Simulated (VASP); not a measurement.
Here is a VASP 6.6.1 calculation.

Contents of INCAR:

```
  PREC = Accurate
  ENCUT = 520
  EDIFF = 1E-7
  ISMEAR = 0
  SIGMA = 0.01
  LREAL = False
  LASPH = True
  NELM = 60
  ALGO = Normal
  ISIF = 2
  LWAVE = False
  LCHARG = False
  GGA = PS
  NBANDS = 17
```

KPOINTS

```
regular mesh
0
Gamma
  8 8 8
```

Contents of POSCAR:

```
PbSe
1.0
    0.0000000000      3.0512721129      3.0512721129
    3.0512721129      0.0000000000      3.0512721129
    3.0512721129      3.0512721129      0.0000000000
Pb Se
1 1
Direct
    0.0000000000      0.0000000000      0.0000000000
    0.5000000000      0.5000000000      0.5000000000
```

Potentials or basis: VASP PAW PBE potentials, release 64 (Pb_d, Se).

Run with:

```console
$ cat potpaw_PBE.64/Pb_d/POTCAR potpaw_PBE.64/Se/POTCAR > POTCAR
$ mpirun -np 1 vasp_std > vasp.out
```

(1) What does it give for the band gap on the k mesh?

(2) What does it give for the pressure?

Results:

(1) 0.17 eV, direct.

(2) 0.0 GPa.

Caveat: the PAW data sets were made with another functional, which shifts forces and pressure a little; spin-orbit coupling is left out, which moves the levels of the heavy elements.
